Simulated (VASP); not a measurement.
# Ho2O (Fm-3m) in VASP: single point with PBE

Aim: the single point of Ho2O with PBE.

All numbers are computed with VASP 6.6.1; they aren't measurements. Logs are shortened: lines on timing, memory, paths and dates and some standing lists are left out, and cuts for length are marked.

### Step 1. The cell of the first run

The structure is cubic, space group Fm-3m (No. 225). The conventional cell has a = 6.038 Å, b = 6.038 Å, c = 6.038 Å, α = 90.00°, β = 90.00°, γ = 90.00°. Ho (site symmetry -43m) has 4 O at 2.61 Å and 6 Ho at 3.02 Å within 3.4 Å. Within 3.4 Å of O (site symmetry m-3m) lie 8 Ho at 2.61 Å.

The cell was generated, and may not be a known phase.

### Step 2. Single point, PBE

The input, INCAR:

```
ALGO = Normal
EDIFF = 1E-6
ENCUT = 600
GGA = PE
GGA_COMPAT = F
ISIF = 2
ISMEAR = 0
LASPH = T
LCHARG = F
LMAXMIX = 6
LREAL = F
LWAVE = F
NBANDS = 19
NELM = 200
PREC = Accurate
SIGMA = 0.2
```

The input, KPOINTS:

```
k-points
0
Gamma
  6 6 6
```

The input, POSCAR:

```
Ho2O
1.0
    0.0000000000      3.0188077586      3.0188077586
    3.0188077586      0.0000000000      3.0188077586
    3.0188077586      3.0188077586      0.0000000000
Ho O
2 1
Direct
    0.2500000000      0.2500000000      0.2500000000
    0.7500000000      0.7500000000      0.7500000000
    0.0000000000      0.0000000000      0.0000000000
```

Potentials or basis: VASP PAW PBE potentials, release 64 (Ho_3, O), 4f in core.

The run is started by

```
> cat potpaw_PBE.64/Ho_3/POTCAR potpaw_PBE.64/O/POTCAR > POTCAR
> mpirun -np 1 vasp_std > vasp.out
```

OUTCAR:

```text
EDIFF = 1E-6
   ENCUT = 600
   GGA = PE
   ISIF = 2
   ISMEAR = 0
   LASPH = T
   LREAL = F
   NELM = 200
   PREC = Accurate

 ion  position               nearest neighbor table
   1  0.250  0.250  0.250-   3 2.61   3 2.61   3 2.61   3 2.61   2 3.02   2 3.02   2 3.02   2 3.02
                             2 3.02   2 3.02
   2  0.750  0.750  0.750-   3 2.61   3 2.61   3 2.61   3 2.61   1 3.02   1 3.02   1 3.02   1 3.02
                             1 3.02   1 3.02
   3  0.000  0.000  0.000-   2 2.61   2 2.61   2 2.61   1 2.61   2 2.61   1 2.61   1 2.61   1 2.61

  LATTYP: Found a face centered cubic cell.
 ALAT       =     6.0376155172

  Lattice vectors:

 A1 = (   0.0000000000,   3.0188077586,   3.0188077586)
 A2 = (   3.0188077586,   0.0000000000,   3.0188077586)
 A3 = (   3.0188077586,   3.0188077586,   0.0000000000)

Analysis of symmetry for initial positions (statically):
=====================================================================
 Subroutine PRICEL returns:
 Original cell was already a primitive cell.

 Routine SETGRP: Setting up the symmetry group for a
 face centered cubic supercell.

 Subroutine GETGRP returns: Found 48 space group operations
 (whereof 48 operations were pure point group operations)
 out of a pool of 48 trial point group operations.

The static configuration has the point symmetry O_h .

Analysis of symmetry for dynamics (positions and initial velocities):
=====================================================================
 Subroutine PRICEL returns:
 Original cell was already a primitive cell.

 Routine SETGRP: Setting up the symmetry group for a
 face centered cubic supercell.

 Subroutine GETGRP returns: Found 48 space group operations
 (whereof 48 operations were pure point group operations)
 out of a pool of 48 trial point group operations.

The dynamic configuration has the point symmetry O_h .

 Subroutine INISYM returns: Found 48 space group operations
 (whereof 48 operations are pure point group operations),
 and found     1 'primitive' translations

----------------------------------------------------------------------------------------

                                     Primitive cell

  volume of cell :      55.0220

  direct lattice vectors                    reciprocal lattice vectors
     0.000000000  3.018807759  3.018807759    -0.165628301  0.165628301  0.165628301
[... 78 lines left out ...]
   NELM   =    200;   NELMIN=  2; NELMDL= -5     # of ELM steps
   EDIFF  = 0.1E-05   stopping-criterion for ELM
   LREAL  =      F    real-space projection
   EDIFFG = 0.1E-04   stopping-criterion for IOM
   NSW    =      0    number of steps for IOM
   IBRION =     -1    ionic relax: 0-MD 1-quasi-New 2-CG
   NFREE  =      0    steps in history (QN), initial steepest desc. (CG)
   ISIF   =      2    stress and relaxation
   ISYM   =      2    0-nonsym 1-usesym 2-fastsym
   POTIM  = 0.5000    time-step for ionic-motion
   TEBEG  =    0.0;   TEEND  =   0.0 temperature during run
   PSTRESS=    0.0 pullay stress
   NELECT =      24.0000    total number of electrons
   NUPDOWN=      -1.0000    fix difference up-down
   EMIN   =  10.00;   EMAX   =-10.00  energy-range for DOS
   EFERMI =   0.00;   METHOD = LEGACY
   ISMEAR =     0;   SIGMA  =   0.20  broadening in eV -4-tet -1-fermi 0-gaus
   EFERMI_NEDOS =   21; number of points for ismear=-14 and -15
   IALGO  =     38    algorithm
   IMIX   =      4    mixing-type and parameters
     AMIX     =   0.40;   BMIX     =  1.00
     AMIX_MAG =   1.60;   BMIX_MAG =  1.00
  volume/ion in A,a.u.               =      18.34       123.77
  Fermi-wavevector in a.u.,A,eV,Ry     =   1.241556  2.346201 20.972868  1.541462
  Thomas-Fermi vector in A             =   2.375949
   LORBIT       =      0    0 simple, 1 ext, 2 COOP (PROOUT), +10 PAW based schemes
   GGA     = PE    functional components
   LHFCALC =     F    Hartree Fock is set to
   AEXX    =    0.0000 exact exchange contribution
   IVDW    =     0    specifies the selected vdW correction
   LEPSILON=     F    determine dielectric tensor
   LRPA    =     F    only Hartree local field effects (RPA)
 non-spin polarized calculation
 Gauss-broadening in eV      SIGMA  =   0.20
  energy-cutoff  :      600.00
  volume of cell :       55.02
 maximum number of plane-waves:      1853
 NGX is ok and might be reduce to    36
   NGX = 17   NGY = 17   NGZ = 17

 number of electron      23.9999999 magnetization

 Free energy of the ion-electron system (eV)
  ---------------------------------------------------
  ext. energy  EPLUGINS =         0.00000000
  ---------------------------------------------------
  free energy    TOTEN  =       -16.76928796 eV

  energy without entropy =      -16.70752508  energy(sigma->0) =      -16.73840652

 E-fermi :   4.9549     XC(G=0): -11.0786

 val. band max:        4.8875415929   @ k =  -0.3333   0.3333   0.0000
 cond. band min:       4.9624853743   @ k =  -0.3333   0.5000   0.1667
 fundamental gap:      0.0749437814
 Fermi energy:         4.9548905824

 k-point     1 :       0.0000    0.0000    0.0000
  band No.  band energies     occupation
      1     -19.7431      2.00000
      2     -19.7431      2.00000
      3     -19.7431      2.00000
      4     -18.7843      2.00000
      5     -18.7843      2.00000
      6     -18.7843      2.00000
[... 329 lines left out ...]
      6     -18.5522      2.00000
[... 11 lines left out ...]
     18       9.4146      0.00000
     19      10.5204      0.00000

------------------------ aborting loop because EDIFF is reached ----------------------------------------

  FORCE on cell =-STRESS in cart. coord.  units (eV):
  Direction    XX          YY          ZZ          XY          YZ          ZX
  --------------------------------------------------------------------------------------
  -------------------------------------------------------------------------------------
  Total        0.0821097      0.0821097      0.0821097      0.0000000      0.0000000     -0.0000000
  in kB        2.3909395      2.3909395      2.3909395      0.0000000      0.0000000     -0.0000000
  external PRESSURE =       2.3909395 kB  Pullay stress =       0.0000000 kB

 VOLUME and BASIS-vectors are now :
 -----------------------------------------------------------------------------
  energy-cutoff  :      600.00
  volume of cell :       55.02
      direct lattice vectors                 reciprocal lattice vectors
     0.000000000  3.018807759  3.018807759    -0.165628301  0.165628301  0.165628301
     3.018807759  0.000000000  3.018807759     0.165628301 -0.165628301  0.165628301
     3.018807759  3.018807759  0.000000000     0.165628301  0.165628301 -0.165628301

 POSITION                                       TOTAL-FORCE (eV/Angst)
 -----------------------------------------------------------------------------------
      1.50940      1.50940      1.50940        -0.000000     -0.000000      0.000000
      4.52821      4.52821      4.52821         0.000000      0.000000     -0.000000
      0.00000      0.00000      0.00000         0.000000     -0.000000      0.000000
 -----------------------------------------------------------------------------------
    total drift:                                0.000000      0.000000      0.000000

  FREE ENERGIE OF THE ION-ELECTRON SYSTEM (eV)
  ---------------------------------------------------
  free  energy   TOTEN  =       -16.7692879617 eV

  energy  without entropy=      -16.7075250757  energy(sigma->0) =      -16.73840652
```

stdout:

```text
POSCAR found type information on POSCAR HoO
 POSCAR found :  2 types and       3 ions
 scaLAPACK will be used
 LDA part: xc-table for (Slater+PW92), standard interpolation
 POSCAR, INCAR and KPOINTS ok, starting setup
 FFT: planning ... GRIDC
 FFT: planning ... GRID_SOFT
 FFT: planning ... GRID
 WAVECAR not read
 entering main loop
```

Run time: 38 s. Hardware: 1 thread of Intel Xeon 8259CL, shared host; peak memory 0.21 GiB.

What came out:

```
Free energy            : -16.7693 eV
Pressure               : 0.2 GPa
Band gap on the k mesh : zero (bands 12 and 13 overlap by 2.41 eV)
```

Caveat: spin-orbit coupling is left out, which moves the levels of the heavy elements; the 4f electrons are frozen in the core, so they carry no moment and show no levels; the run has no spin polarisation, though such a crystal can be magnetic. Spin polarisation is off, so any magnetic state and its effect on volume and gap are missing.

The gap in the log of VASP goes by the Fermi energy; the results here count the filled bands.